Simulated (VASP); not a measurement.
LiCl, 2 atoms in the cell. Symmetry: Fm-3m, No. 225, cubic system. The conventional cell has a = 5.151 Å, b = 5.151 Å, c = 5.151 Å, α = 90.00°, β = 90.00°, γ = 90.00°. Li (site symmetry m-3m) has 6 Cl at 2.58 Å within 3.4 Å. Cl (site symmetry m-3m) has 6 Li at 2.58 Å within 3.4 Å. 

```yaml
Program: VASP 6.6.1
Task: density of states
Functional: PBE
Potentials_or_basis: VASP PAW PBE potentials, release 64 (Li_sv, Cl)
Cutoff: 520 eV
k_mesh: 8 × 8 × 8
Occupations: gaussian, width 0.02 eV
Spin: no spin polarisation
Dipole_correction: no
k_mesh_for_the_DOS: 12 × 12 × 12
Occupations_for_the_DOS: tetrahedron
Further_INCAR_settings: ALGO = Normal; EDIFF = 1e-06
```

Potentials or basis: VASP PAW PBE potentials, release 64 (Li_sv, Cl).

Run with:

```console
$ cat potpaw_PBE.64/Li_sv/POTCAR potpaw_PBE.64/Cl/POTCAR > POTCAR
$ cp INCAR.step1 INCAR
$ cp KPOINTS.step1 KPOINTS
$ mpirun -np 1 vasp_std > vasp.out
$ cp INCAR.step2 INCAR
$ cp KPOINTS.step2 KPOINTS
$ mpirun -np 1 vasp_std > vasp.out
```

Hardware: 1 thread of Intel(R) Xeon(R) 6975P-C (Granite Rapids), on a shared host.

Estimate the wall time of this run.

It took 20 s on 1 thread of Intel(R) Xeon(R) 6975P-C (Granite Rapids), on a shared host, peak memory 0.15 GiB. Counts: k points 72.
